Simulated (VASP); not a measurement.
Write the native input for VASP 6.6.1 that does the following.

| Quantity | Value |
| --- | --- |
| Task | single point |
| Functional | PBEsol |
| Potentials or basis | VASP PAW PBE potentials, release 64 (Mg, Sb, Bi_d) |
| Cutoff | 520 eV |
| k mesh | 6 × 6 × 3 |
| Occupations | fermi-dirac, width 0.15 eV |
| Spin | no spin polarisation |
| Dipole correction | no |
| Further INCAR settings | ALGO = Normal; EDIFF = 1e-07; NBANDS = 21 |

The structure of Mg3BiSb lies in POSCAR:

```
Mg3BiSb
1.0
    4.6013006507      0.0000000000      0.0000000000
   -2.3006503254      3.9848433212      0.0000000000
    0.0000000000      0.0000000000      7.2608686841
Mg Sb Bi
3 1 1
Direct
    0.0000000000      0.0000000000      0.0044930000
    0.3333333333      0.6666666667      0.3649360000
    0.6666666667      0.3333333333      0.6258560000
    0.6666666667      0.3333333333      0.2250700000
    0.3333333333      0.6666666667      0.7796450000
```

The input as run:

INCAR

```
SYSTEM = Mg3BiSb
PREC = Accurate
ENCUT = 520
EDIFF = 1E-7
ISMEAR = -1
SIGMA = 0.15
LREAL = .FALSE.
LASPH = .TRUE.
NELM = 100
ALGO = Normal
ISIF = 2
LWAVE = .FALSE.
LCHARG = .FALSE.
GGA = PS
NBANDS = 21
```

KPOINTS

```
regular mesh
0
G
  6 6 3
  0 0 0
```

Potentials or basis: VASP PAW PBE potentials, release 64 (Mg, Sb, Bi_d).

Command:

```bash
$ cat potpaw_PBE.64/Mg/POTCAR potpaw_PBE.64/Sb/POTCAR potpaw_PBE.64/Bi_d/POTCAR > POTCAR
$ mpirun -np 1 vasp_std > vasp.out
```

It gave:

The pressure is 0.1 GPa. The largest force is 0.090 eV/Å.

Caveat: the PAW data sets were made with another functional, which shifts forces and pressure a little.

It took 21 s on 1 thread of Intel(R) Xeon(R) 6975P-C (Granite Rapids) (shared host), peak memory 0.27 GiB.
